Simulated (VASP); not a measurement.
Set up this calculation in VASP 6.6.1, as the native input.

```yaml
Task: electric field gradients
Functional: PBE
Potentials_or_basis: VASP PAW PBE potentials, release 64 (Zr_sv)
Cutoff: 520 eV
k_mesh: 13 × 13 × 7
Occupations: fermi-dirac, width 0.08 eV
Spin: no spin polarisation
Dipole_correction: no
Further_INCAR_settings: ALGO = Normal; EDIFF = 1e-08; NBANDS = 19
```

The structure of Zr lies in POSCAR:

```
Zr
1.0
    3.2319982225      0.0000000000      0.0000000000
   -1.6159991112      2.7989925656      0.0000000000
    0.0000000000      0.0000000000      5.3014100000
Zr
2
Direct
    0.3333333333      0.6666666667      0.2500000000
    0.6666666667      0.3333333333      0.7500000000
```

This cell differs from its parent crystal: zz strain of +3 %.

The input as run:

INCAR

```
  PREC = Accurate
  ENCUT = 520
  EDIFF = 1E-8
  ISMEAR = -1
  SIGMA = 0.08
  LREAL = F
  LASPH = T
  NELM = 80
  ALGO = Normal
  ISIF = 2
  LWAVE = F
  LCHARG = F
  GGA = PE
  LEFG = T
  NBANDS = 19
```

KPOINTS

```
Automatic mesh
0
Gamma
  13 13 7
```

Potentials or basis: VASP PAW PBE potentials, release 64 (Zr_sv).

The run is started by

```sh
$ cat potpaw_PBE.64/Zr_sv/POTCAR > POTCAR
$ mpirun -np 1 vasp_std > vasp.out
```

It gave:

```yaml
Pressure: -2.3 GPa
Band_gap_on_the_k_mesh: zero (band 12 reaches 9.51 eV, above the bottom of band 13 at 8.44 eV)
```

Caveat: the cell differs from its parent crystal (zz strain of +3 %); without QUAD_EFG the Cq values of the log hold for a quadrupole moment of 1 mb, not for the nuclei.

Run time: 60 s on 1 thread of Intel(R) Xeon(R) Platinum 8259CL CPU @ 2.50GHz (Skylake/Cascade Lake) (shared host), peak memory 0.19 GiB.
